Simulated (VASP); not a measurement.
**PbS (rocksalt type): single point with PBE**

PbS (rocksalt type):

```xyz
2
Lattice="0.0000 3.0043 3.0043 3.0043 0.0000 3.0043 3.0043 3.0043 0.0000" Properties=species:S:1:pos:R:3 pbc="T T T"
Pb    0.0000    0.0000    0.0000
S     3.0043    3.0043    3.0043
```

* Program: VASP 6.6.1
* Task: single point
* Functional: PBE
* Potentials or basis: VASP PAW PBE potentials, release 64 (Pb_d, S)
* Cutoff: 520 eV
* k mesh: 12 × 12 × 12
* Occupations: fermi-dirac, width 0.05 eV
* Spin: no spin polarisation

| Quantity | Value |
| --- | --- |
| Pressure | -0.1 GPa |
| Band gap on the k mesh | 0.50 eV |

Levels at points of the mesh, in eV from the valence-band top:
```tsv
k point	band 7	band 8	band 9	band 10	band 11	band 12	band 13	band 14
(0.00, 0.00, 0.00)	-6.07	-1.94	-1.94	-1.94	5.14	5.14	5.14	6.87
(0.50, 0.00, 0.00)	-8.59	-1.58	-1.58	0.00	0.50	2.08	2.08	8.65
(0.50, 0.50, 0.00)	-7.11	-4.83	-3.15	-3.15	4.07	5.48	5.58	5.58
```

Run time: 78 s on 1 thread of Intel Xeon 8259CL, on a shared host, peak memory 0.21 GiB.

Caveat: spin-orbit coupling is left out, which moves the levels of the heavy elements. A k mesh can miss the band edges.
